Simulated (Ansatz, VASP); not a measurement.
One calculation of InP, two programs

```
CELL_PARAMETERS angstrom
0.00000 2.94976 2.94976
2.94976 0.00000 2.94976
2.94976 2.94976 0.00000
ATOMIC_POSITIONS crystal
In 0.00000 0.00000 0.00000
P 0.25000 0.25000 0.25000
```

Alike in both runs: task single point; functional PBE; k mesh 10 × 10 × 10; no spin polarisation.

|  | VASP | Ansatz |
| --- | --- | --- |
| version | VASP 6.6.1 | Ansatz 0.2.0 |
| potentials or method | VASP PAW PBE potentials, release 64 (In_d, P), cutoff 500 eV | scalar-relativistic, plane waves, PAW |
| occupations | gaussian, width 0.01 eV | fixed |
| valence electrons in the cell | 18 | 18 |

|  | VASP | Ansatz | Ansatz less VASP |
| --- | --- | --- | --- |
| gap on the k mesh at the Fermi level (eV) | 0.61 | 0.61 | +0.003 |
| least direct gap on the mesh (eV) | 0.61 | 0.61 | +0.003 |
